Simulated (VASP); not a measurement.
# GdO: single point with LDA

Crystal: GdO.

```
Gd O
1.0
     2.99448    0.00000    0.00000
     0.00000    2.99448    0.00000
     0.00000    0.00000    2.99448
Gd O
1 1
Cartesian
  0.0000 0.0000 0.0000
  1.4972 1.4972 1.4972
```

| Quantity | Value |
| --- | --- |
| Program | VASP 6.6.1 |
| Task | single point |
| Functional | LDA |
| Potentials or basis | VASP PAW PBE potentials, release 64 (Gd, O) |
| Cutoff | 520 eV |
| k mesh | 12 × 12 × 12, shifted |
| Occupations | gaussian, width 0.05 eV |
| Spin | collinear spin, ferromagnetic start |
| Starting moments | [7.0, 0.0] μB |

```
Pressure                                              : -9.0 GPa
Net moment                                            : 7.07 μB per cell
Site moments                                          : Gd +6.77; O -0.01 μB
Valence electrons inside the program's atomic spheres : Gd 15.41; O 4.92
```

Levels at points of the mesh, in eV from the Fermi level:
Spin up:
| k point | band 13 | band 14 | band 15 | band 16 | band 17 | band 18 |
| --- | --- | --- | --- | --- | --- | --- |
| (0.04, 0.04, 0.04) | -3.47 | -3.47 | -3.46 | -2.17 | -2.17 | 1.06 |
Spin down:
```tsv
k point	band 4	band 5	band 6	band 7	band 8	band 9	band 10	band 11	band 12	band 13
(0.04, 0.04, 0.04)	-19.88	-19.16	-4.26	-4.12	-4.12	-1.41	-1.41	0.28	0.28	0.28
```

Run time: 31 s on 1 thread of Intel(R) Xeon(R) 6975P-C (Granite Rapids) (shared host), peak memory 0.18 GiB.

Caveat: the cell stands under tension; the PAW data sets were made with another functional, which shifts forces and pressure a little; spin-orbit coupling is left out, which moves the levels of the heavy elements; a cell with one magnetic atom can't hold antiferromagnetic order, which such compounds often take; semilocal functionals describe open f shells poorly, which spoils levels, moments and volumes. The state reached can hang on the start; a lower one may exist.
